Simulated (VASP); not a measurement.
Crystal: Ag2As.

```
CELL_PARAMETERS angstrom
3.82541 0.00000 0.00000
-1.91270 3.31290 0.00000
0.00000 0.00000 4.13144
ATOMIC_POSITIONS crystal
Ag 0.33333 0.66667 0.50000
Ag 0.66667 0.33333 0.50000
As 0.00000 0.00000 0.00000
```

```yaml
Program: VASP 6.6.1
Task: relaxation of cell and atoms
Functional: PBE
Potentials_or_basis: VASP PAW PBE potentials, release 64 (Ag, As)
Cutoff: 600 eV
k_mesh: 6 × 6 × 4
Occupations: gaussian, width 0.1 eV
Spin: no spin polarisation
```

At the start: pressure 44.8 GPa; volume 17.45 Å³/atom.

**Question.** Where does the relaxation end?

**Answer.** Over 15 steps the energy falls by 1338.3 meV/atom and the volume is 19.24 Å³/atom (+10.2 %); space group P6/mmm (No. 191, to 0.05 Å).

Step by step:
```tsv
step	energy change (eV)	largest force (eV/Å)	pressure (GPa)	volume (Å³)
1	0.0000	0.0000	44.85	52.36
2	-1.8695	0.0000	-10.53	95.27
3	-2.9960	0.0000	-5.07	71.85
4	-2.9975	0.0000	-4.73	71.44
5	-2.9977	0.0000	-4.40	71.03
6	-3.4386	0.0000	-3.77	66.23
7	-3.6490	0.0000	14.02	50.89
8	-3.8657	0.0000	-0.82	59.96
9	-3.9628	0.0000	5.47	54.43
10	-3.9817	0.0000	2.50	56.45
11	-3.9848	0.0000	3.25	55.86
12	-4.0007	0.0000	-1.32	58.56
13	-4.0146	0.0000	0.33	57.44
14	-4.0146	0.0000	0.26	57.47
15	-4.0150	0.0000	-0.04	57.71
```

Final structure:
```yaml
crystal:
  lattice:
    - [4.67247, 0.00000, 0.00000]
    - [-2.33623, 4.04647, 0.00000]
    - [0.00000, 0.00000, 3.05220]
  atoms:
    - { symbol: Ag, position: [0.33333, 0.66667, 0.50000] }
    - { symbol: Ag, position: [0.66667, 0.33333, 0.50000] }
    - { symbol: As, position: [0.00000, 0.00000, 0.00000] }
```

Caveat: the k points lie up to 0.51 Å⁻¹ apart in the final cell.
